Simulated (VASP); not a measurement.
Runs of VASP 6.6.1 on Cu. The structure is that of space group Fd-3m (No. 227), or close to it. The cells are those of the table. 

```tsv
task	cell	k mesh	cutoff (eV)	gap on the mesh (eV)	pressure (GPa)	relaxed volume (Å³/atom)
single point	a = 4.842 Å, angles 60.0°, 4 atoms	6 × 6 × 6	520	none	0.2	-
single point	a = 4.842 Å, angles 60.0°, 4 atoms	12 × 12 × 12	520	none	(a)	-
relaxation of cell and atoms	relaxed from a = 4.842 Å, angles 60.0°, 4 atoms	12 × 12 × 12	600	none	0.1	20.16
relaxation of cell and atoms	relaxed from a = 4.181 Å, angles 60.0°, 4 atoms	6 × 6 × 6	600	none	0.1	20.00
```

Alike in all rows: level PBE; potentials or basis VASP PAW PBE potentials, release 64 (Cu); no spin polarisation; smearing gaussian 0.1 eV.

Problem. Estimate the missing entries.

Solution. (a) 0.3.

Caveats: the volume moved by over 15 % at a fixed basis, so the end points are rough (some runs).

A gap of «none» marks levels without a gap at the run's occupations.
